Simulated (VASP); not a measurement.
Set up this calculation in VASP 6.6.1, as the native input.

```yaml
Task: single point
Functional: r2SCAN
Potentials_or_basis: VASP PAW PBE potentials, release 64 (Cl, Br, Ag)
Cutoff: 520 eV
k_mesh: 6 × 6 × 6
Occupations: gaussian, width 0.01 eV
Spin: no spin polarisation
Dipole_correction: no
Further_INCAR_settings: ALGO = Normal; EDIFF = 1e-06; NBANDS = 26
```

Ag2BrCl:

```xyz
4
Lattice="1.9667 1.1355 6.3843 -1.9667 1.1355 6.3843 0.0000 -2.2709 6.3843" Properties=species:S:1:pos:R:3 pbc="T T T"
Cl    1.9667    1.1355    6.3843
Br    0.0000    0.0000    9.5765
Ag    0.0000    0.0000    4.8574
Ag    0.0000    0.0000   14.2955
```

This cell differs from its parent crystal: volume changed by -6%.

One way to write it, as run:

POSCAR

```
Ag2BrCl
1.0
    1.9666962455      1.1354726068      6.3843089472
   -1.9666962455      1.1354726068      6.3843089472
    0.0000000000     -2.2709452135      6.3843089472
Cl Br Ag
1 1 2
Direct
    1.0000000000      0.0000000000      0.0000000000
    0.5000000000      0.5000000000      0.5000000000
    0.2536132635      0.2536132635      0.2536132635
    0.7463867365      0.7463867365      0.7463867365
```

INCAR.step1

```
PREC = Accurate
ENCUT = 520
ISMEAR = 0
SIGMA = 0.01
LREAL = F
LASPH = T
NELM = 60
NBANDS = 26
GGA = PE
ALGO = Normal
EDIFF = 1E-4
LWAVE = T
LCHARG = F
```

INCAR.step2

```
PREC = Accurate
ENCUT = 520
EDIFF = 1E-6
ISMEAR = 0
SIGMA = 0.01
LREAL = F
LASPH = T
NELM = 60
ALGO = Normal
ISIF = 2
LWAVE = F
LCHARG = F
METAGGA = R2SCAN
LMIXTAU = T
NBANDS = 26
ISTART = 1
```

KPOINTS

```
Automatic mesh
0
Gamma
  6 6 6
```

Potentials or basis: VASP PAW PBE potentials, release 64 (Cl, Br, Ag).

Run with:

```bash
$ cat potpaw_PBE.64/Cl/POTCAR potpaw_PBE.64/Br/POTCAR potpaw_PBE.64/Ag/POTCAR > POTCAR
$ cp INCAR.step1 INCAR
$ mpirun -np 1 vasp_std > vasp.out
$ cp INCAR.step2 INCAR
$ mpirun -np 1 vasp_std > vasp.out
```

It gave:

| Quantity | Value |
| --- | --- |
| Pressure | 3.4 GPa |
| Largest force | 0.026 eV/Å |
| Band gap on the k mesh | 1.27 eV, direct |

Caveat: the PAW data sets were made with another functional, which shifts forces and pressure a little.

It took 6.1 min on 1 thread of Intel(R) Xeon(R) 6975P-C (Granite Rapids), with other jobs on the host, peak memory 0.42 GiB.
